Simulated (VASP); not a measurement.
# AlN (e600) (F-43m) in VASP: single point with PBEsol

Aim: the single point of AlN (e600) with PBEsol.

Program: VASP 6.6.1. These are calculated values, not measurements. Logs are shortened: lines on timing, memory, paths and dates and some standing lists are left out, and cuts for length are marked.

## Step 1: The cell of the first run

Symmetry: F-43m, No. 216, cubic system. Conventional cell: a = 4.334 Å, b = 4.334 Å, c = 4.334 Å, α = 90.00°, β = 90.00°, γ = 90.00°. Within 2.5 Å of Al (site symmetry -43m) lie 4 N at 1.88 Å. Within 2.5 Å of N (site symmetry -43m) lie 4 Al at 1.88 Å.

## Step 2: Single point, PBEsol (strained cell)

INCAR reads:

```
SYSTEM = AlN
PREC     = Accurate       ! precision mode
ENCUT    = 600            ! plane-wave cutoff, eV
EDIFF    = 1E-6           ! SCF threshold, eV
ISMEAR   = 0              ! smearing method
SIGMA    = 0.02           ! smearing width, eV
LREAL    = .FALSE.        ! projectors in reciprocal space
LASPH    = .TRUE.         ! aspherical terms in the spheres
NELM     = 120            ! most SCF steps
ALGO     = Normal         ! electronic algorithm
ISIF     = 2              ! what is computed and relaxed
LWAVE    = .FALSE.        ! write WAVECAR
LCHARG   = .TRUE.         ! write CHGCAR
GGA      = PS             ! functional
LELF     = .TRUE.         ! ELF
LVHAR    = .TRUE.       
NBANDS   = 11             ! bands
GGA_COMPAT= .FALSE.
```

KPOINTS reads:

```
regular mesh
0
G
  8 8 8
  0 0 0
```

POSCAR reads:

```
AlN
1.0
    0.0000000000      2.1668030154      2.1668030154
    2.1668030154      0.0000000000      2.1668030154
    2.1668030154      2.1668030154      0.0000000000
Al N
1 1
Direct
    0.0000000000      0.0000000000      0.0000000000
    0.2500000000      0.2500000000      0.2500000000
```

Potentials or basis: VASP PAW PBE potentials, release 64 (Al, N).

The run is started by

```sh
> cat potpaw_PBE.64/Al/POTCAR potpaw_PBE.64/N/POTCAR > POTCAR
> mpirun -np 1 vasp_std > vasp.out
```

OUTCAR:

```text
SYSTEM = AlN
   PREC = Accurate
   ENCUT = 600
   EDIFF = 1E-6
   ISMEAR = 0
   LREAL = .FALSE.
   LASPH = .TRUE.
   NELM = 120
   ISIF = 2
   GGA = PS

 ion  position               nearest neighbor table
   1  0.000  0.000  0.000-   2 1.88   2 1.88   2 1.88   2 1.88
   2  0.250  0.250  0.250-   1 1.88   1 1.88   1 1.88   1 1.88

  LATTYP: Found a face centered cubic cell.
 ALAT       =     4.3336060308

  Lattice vectors:

 A1 = (   0.0000000000,   2.1668030154,   2.1668030154)
 A2 = (   2.1668030154,   0.0000000000,   2.1668030154)
 A3 = (   2.1668030154,   2.1668030154,   0.0000000000)

Analysis of symmetry for initial positions (statically):
=====================================================================
 Subroutine PRICEL returns:
 Original cell was already a primitive cell.

 Routine SETGRP: Setting up the symmetry group for a
 face centered cubic supercell.

 Subroutine GETGRP returns: Found 24 space group operations
 (whereof 24 operations were pure point group operations)
 out of a pool of 48 trial point group operations.

The static configuration has the point symmetry T_d .

Analysis of symmetry for dynamics (positions and initial velocities):
=====================================================================
 Subroutine PRICEL returns:
 Original cell was already a primitive cell.

 Routine SETGRP: Setting up the symmetry group for a
 face centered cubic supercell.

 Subroutine GETGRP returns: Found 24 space group operations
 (whereof 24 operations were pure point group operations)
 out of a pool of 48 trial point group operations.

The dynamic configuration has the point symmetry T_d .

 Subroutine INISYM returns: Found 24 space group operations
 (whereof 24 operations are pure point group operations),
 and found     1 'primitive' translations

----------------------------------------------------------------------------------------

                                     Primitive cell

  volume of cell :      20.3464

  direct lattice vectors                    reciprocal lattice vectors
     0.000000000  2.166803015  2.166803015    -0.230754709  0.230754709  0.230754709
     2.166803015  0.000000000  2.166803015     0.230754709 -0.230754709  0.230754709
     2.166803015  2.166803015  0.000000000     0.230754709  0.230754709 -0.230754709

  length of vectors
     3.064322211  3.064322211  3.064322211     0.399678881  0.399678881  0.399678881

  position of ions in fractional coordinates (direct lattice)
     0.000000000  0.000000000  0.000000000
     0.250000000  0.250000000  0.250000000

  ion indices of the primitive-cell ions
   primitive index   ion index
                 1           1
                 2           2

----------------------------------------------------------------------------------------

 KPOINTS: regular mesh

Automatic generation of k-mesh.
 Grid dimensions read from file:
 generate k-points for:    8    8    8

 Generating k-lattice:

  Cartesian coordinates                     Fractional coordinates (reciprocal lattice)
    -0.028844339  0.028844339  0.028844339     0.125000000  0.000000000  0.000000000
     0.028844339 -0.028844339  0.028844339     0.000000000  0.125000000  0.000000000
     0.028844339  0.028844339 -0.028844339     0.000000000  0.000000000  0.125000000

  Length of vectors
     0.049959860  0.049959860  0.049959860

  Shift w.r.t. Gamma in fractional coordinates (k-lattice)
     0.000000000  0.000000000  0.000000000

 Subroutine IBZKPT returns following result:
 ===========================================

 Found     29 irreducible k-points:

 Following reciprocal coordinates:
            Coordinates               Weight
  0.000000  0.000000  0.000000      1.000000
  0.125000  0.000000  0.000000      8.000000
  0.250000  0.000000  0.000000      8.000000
  0.375000  0.000000  0.000000      8.000000
  0.500000  0.000000  0.000000      4.000000
  0.125000  0.125000  0.000000      6.000000
[... 16 lines left out ...]
  0.500000  0.250000  0.125000     48.000000
 -0.375000  0.250000  0.125000     24.000000
 [... further k-points ...]
   k-points           NKPTS =     29   k-points in BZ     NKDIM =     29   number of bands    NBANDS=     11
   number of dos      NEDOS =    301   number of ions     NIONS =      2
   total plane-waves  NPLWV =  13824
   dimension x,y,z NGX =    24 NGY =   24 NGZ =   24
   dimension x,y,z NGXF=    48 NGYF=   48 NGZF=   48
   ions per type =               1   1
   NGX,Y,Z   is equivalent  to a cutoff of  13.02, 13.02, 13.02 a.u.
   NGXF,Y,Z  is equivalent  to a cutoff of  26.04, 26.04, 26.04 a.u.
 SYSTEM =  AlN
   PREC   = accura    normal or accurate (medium, high low for compatibility)
   ISTART =      0    job   : 0-new  1-cont  2-samecut
   ICHARG =      2    charge: 1-file 2-atom 10-const
   ISPIN  =      1    spin polarized calculation?
   LNONCOLLINEAR =      F non collinear calculations
   LSORBIT =      F    spin-orbit coupling
   LASPH  =      T    aspherical Exc in radial PAW
   ENCUT  =  600.0 eV  44.10 Ry    6.64 a.u.   6.12  6.12  6.12*2*pi/ulx,y,z
   NELM   =    120;   NELMIN=  2; NELMDL= -5     # of ELM steps
   EDIFF  = 0.1E-05   stopping-criterion for ELM
   LREAL  =      F    real-space projection
   EDIFFG = 0.1E-04   stopping-criterion for IOM
   NSW    =      0    number of steps for IOM
   IBRION =     -1    ionic relax: 0-MD 1-quasi-New 2-CG
   NFREE  =      0    steps in history (QN), initial steepest desc. (CG)
   ISIF   =      2    stress and relaxation
   ISYM   =      2    0-nonsym 1-usesym 2-fastsym
   POTIM  = 0.5000    time-step for ionic-motion
   TEBEG  =    0.0;   TEEND  =   0.0 temperature during run
   PSTRESS=    0.0 pullay stress
   NELECT =       8.0000    total number of electrons
   NUPDOWN=      -1.0000    fix difference up-down
   EMIN   =  10.00;   EMAX   =-10.00  energy-range for DOS
   EFERMI =   0.00;   METHOD = LEGACY
   ISMEAR =     0;   SIGMA  =   0.02  broadening in eV -4-tet -1-fermi 0-gaus
   EFERMI_NEDOS =   21; number of points for ismear=-14 and -15
   IALGO  =     38    algorithm
   IMIX   =      4    mixing-type and parameters
     AMIX     =   0.40;   BMIX     =  1.00
     AMIX_MAG =   1.60;   BMIX_MAG =  1.00
  volume/ion in A,a.u.               =      10.17        68.65
  Fermi-wavevector in a.u.,A,eV,Ry     =   1.199339  2.266423 19.570821  1.438415
  Thomas-Fermi vector in A             =   2.335205
   LORBIT       =      0    0 simple, 1 ext, 2 COOP (PROOUT), +10 PAW based schemes
   GGA     = PS    functional components
   LHFCALC =     F    Hartree Fock is set to
   AEXX    =    0.0000 exact exchange contribution
   IVDW    =     0    specifies the selected vdW correction
   LEPSILON=     F    determine dielectric tensor
   LRPA    =     F    only Hartree local field effects (RPA)
 non-spin polarized calculation
 Gauss-broadening in eV      SIGMA  =   0.02
  energy-cutoff  :      600.00
  volume of cell :       20.35
 maximum number of plane-waves:       700
   NGX = 13   NGY = 13   NGZ = 13

 number of electron       7.9999999 magnetization

 Free energy of the ion-electron system (eV)
  ---------------------------------------------------
  ext. energy  EPLUGINS =         0.00000000
  ---------------------------------------------------
  free energy    TOTEN  =       -15.60021163 eV

  energy without entropy =      -15.60021163  energy(sigma->0) =      -15.60021163

 E-fermi :   6.2614     XC(G=0): -11.2337

 val. band max:        6.1043066006   @ k =   0.0000   0.0000   0.0000
 cond. band min:       9.3014044514   @ k =   0.5000   0.5000   0.0000
 fundamental gap:      3.1970978508
 Fermi energy:         6.2614443318

 k-point     1 :       0.0000    0.0000    0.0000
  band No.  band energies     occupation
      1      -8.9944      2.00000
      2       6.1043      2.00000
      3       6.1043      2.00000
      4       6.1043      2.00000
      5      10.4474      0.00000
      6      18.8068      0.00000
      7      18.8068      0.00000
      8      18.8068      0.00000
      9      23.8807      0.00000
     10      23.8807      0.00000
     11      25.2805      0.00000

 k-point     2 :       0.1250    0.0000    0.0000
  band No.  band energies     occupation
      1      -8.7582      2.00000
      2       4.9087      2.00000
      3       6.0247      2.00000
      4       6.0247      2.00000
      5      11.3851      0.00000
      6      18.2277      0.00000
      7      18.9815      0.00000
      8      18.9815      0.00000
      9      22.2999      0.00000
     10      22.2999      0.00000
     11      24.1987      0.00000

 k-point     3 :       0.2500    0.0000    0.0000
  band No.  band energies     occupation
      1      -8.1073      2.00000
      2       2.7799      2.00000
      3       5.8460      2.00000
      4       5.8460      2.00000
      5      12.6933      0.00000
      6      17.1926      0.00000
      7      18.5220      0.00000
      8      18.5220      0.00000
      9      22.4699      0.00000
     10      22.4699      0.00000
     11      23.4255      0.00000

 k-point     4 :       0.3750    0.0000    0.0000
  band No.  band energies     occupation
      1      -7.2764      2.00000
      2       0.8986      2.00000
      3       5.6832      2.00000
      4       5.6832      2.00000
      5      13.4051      0.00000
      6      16.3666      0.00000
      7      17.6367      0.00000
      8      17.6367      0.00000
      9      23.7723      0.00000
     10      24.5627      0.00000
     11      24.5627      0.00000
[... 239 lines left out ...]
 k-point    22 :       0.3750    0.2500    0.1250
  band No.  band energies     occupation
      1      -7.5822      2.00000
      2       2.4748      2.00000
      3       4.5886      2.00000
      4       5.4918      2.00000
      5      12.9601      0.00000
      6      16.7174      0.00000
      7      17.0721      0.00000
      8      19.5009      0.00000
      9      20.8842      0.00000
     10      25.3804      0.00000
     11      27.8877      0.00000

 k-point    23 :       0.5000    0.2500    0.1250
  band No.  band energies     occupation
      1      -6.8631      2.00000
      2       1.3713      2.00000
      3       3.9845      2.00000
      4       5.1534      2.00000
      5      13.1361      0.00000
      6      15.8425      0.00000
      7      17.7889      0.00000
      8      19.0897      0.00000
      9      22.2955      0.00000
     10      25.9407      0.00000
     11      28.0611      0.00000

 k-point    24 :      -0.3750    0.2500    0.1250
  band No.  band energies     occupation
      1      -6.5018      2.00000
      2       0.8235      2.00000
      3       3.8299      2.00000
      4       4.9601      2.00000
      5      13.1701      0.00000
      6      15.4681      0.00000
      7      18.4102      0.00000
      8      18.9143      0.00000
      9      23.4789      0.00000
     10      25.0156      0.00000
     11      28.3406      0.00000

 [... further k-points ...]
[... 5 lines left out ...]
  --------------------------------------------------------------------------------------
  -------------------------------------------------------------------------------------
  Total        0.8032797      0.8032797      0.8032797      0.0000000     -0.0000000      0.0000000
  in kB       63.2541555     63.2541555     63.2541555      0.0000000     -0.0000000      0.0000000
  external PRESSURE =      63.2541555 kB  Pullay stress =       0.0000000 kB

 VOLUME and BASIS-vectors are now :
 -----------------------------------------------------------------------------
  energy-cutoff  :      600.00
  volume of cell :       20.35
      direct lattice vectors                 reciprocal lattice vectors
     0.000000000  2.166803015  2.166803015    -0.230754709  0.230754709  0.230754709
     2.166803015  0.000000000  2.166803015     0.230754709 -0.230754709  0.230754709
     2.166803015  2.166803015  0.000000000     0.230754709  0.230754709 -0.230754709

 POSITION                                       TOTAL-FORCE (eV/Angst)
 -----------------------------------------------------------------------------------
      0.00000      0.00000      0.00000        -0.000000     -0.000000     -0.000000
      1.08340      1.08340      1.08340         0.000000      0.000000      0.000000
 -----------------------------------------------------------------------------------
    total drift:                                0.000000      0.000000      0.000000

  FREE ENERGIE OF THE ION-ELECTRON SYSTEM (eV)
  ---------------------------------------------------
  free  energy   TOTEN  =       -15.6002116303 eV

  energy  without entropy=      -15.6002116303  energy(sigma->0) =      -15.60021163
```

Wall time 16 s (1 thread of AMD EPYC 7R13, shared host); peak memory 0.1 GiB.

What came out:

| Item | Value |
| --- | --- |
| Free energy | -15.6002 eV |
| Pressure | 6.3 GPa |
| Band gap on the k mesh | 3.20 eV, indirect (least direct gap 4.34 eV) |

Caveat: the cell differs from its parent crystal (strained cell); the PAW data sets were made with another functional, which shifts forces and pressure a little.
